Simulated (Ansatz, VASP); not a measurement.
**HfPb4O in VASP and in Ansatz**

```
Hf Pb O
1.0
     0.00000    4.36103    4.36103
     4.36103    0.00000    4.36103
     4.36103    4.36103    0.00000
Hf Pb O
1 4 1
Direct
  0.00000 0.00000 0.00000
  0.87491 0.37503 0.37503
  0.37503 0.37503 0.37503
  0.37503 0.87491 0.37503
  0.37503 0.37503 0.87491
  0.75000 0.75000 0.75000
```

Change from the starting cell: species swapped into the TbCu4Ag type (F-43m, No. 216).

Alike in both runs: functional PBE; k mesh 4 × 4 × 4; occupations gaussian, width 0.1 eV; no spin polarisation.

Ansatz relaxed the structure, and its values are those at the end. VASP's run is a single point on that final structure, the one shown.

|  | VASP | Ansatz |
| --- | --- | --- |
| version | VASP 6.6.1 | Ansatz 0.2.0 |
| potentials or method | VASP PAW PBE potentials, release 64 (Hf_pv, Pb_d, O), cutoff 520 eV | scalar-relativistic, plane waves, PAW |
| valence electrons in the cell | 72 | 88 |

```tsv
	VASP	Ansatz	Ansatz less VASP
gap on the k mesh at the Fermi level (eV)	none	none	-
pressure (GPa)	0.2	0.3	+0.12
rms of the force components (eV/Å)	0.005	0.005	-0.0008
```

A gap of «none» marks a metal or a gap that the smearing closes. VASP's potentials hold 72 valence electrons a cell and Ansatz's 88, so a difference there can come from the potentials and not from the codes.

Spin-orbit coupling is off throughout.
